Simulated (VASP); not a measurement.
Input of a VASP 6.6.1 run:

The input INCAR:

```
PREC = Accurate
ENCUT = 520
EDIFF = 1E-6
ISMEAR = 0
SIGMA = 0.02
LREAL = F
LASPH = T
NELM = 100
ALGO = Normal
ISIF = 2
LWAVE = F
LCHARG = F
GGA = PE
NBANDS = 11
```

File KPOINTS:

```
Automatic mesh
0
Gamma
  10 10 10
```

Contents of POSCAR:

```
AlN
1.0
    0.0000000000      1.9871747661      1.9871747661
    1.9871747661      0.0000000000      1.9871747661
    1.9871747661      1.9871747661      0.0000000000
Al N
1 1
Direct
    0.5000000000      0.5000000000      0.5000000000
    0.0000000000      0.0000000000      0.0000000000
```

Potentials or basis: VASP PAW PBE potentials, release 64 (Al, N).

Launch:

```sh
$ cat potpaw_PBE.64/Al/POTCAR potpaw_PBE.64/N/POTCAR > POTCAR
$ mpirun -np 1 vasp_std > vasp.out
```

(1) What does it give for the pressure?

(2) Predict the band gap on the k mesh.

Results:

(1) 20.5 GPa.

(2) 5.12 eV, indirect (least direct gap 6.44 eV).

Caveat: the cell differs from its parent crystal (strained).
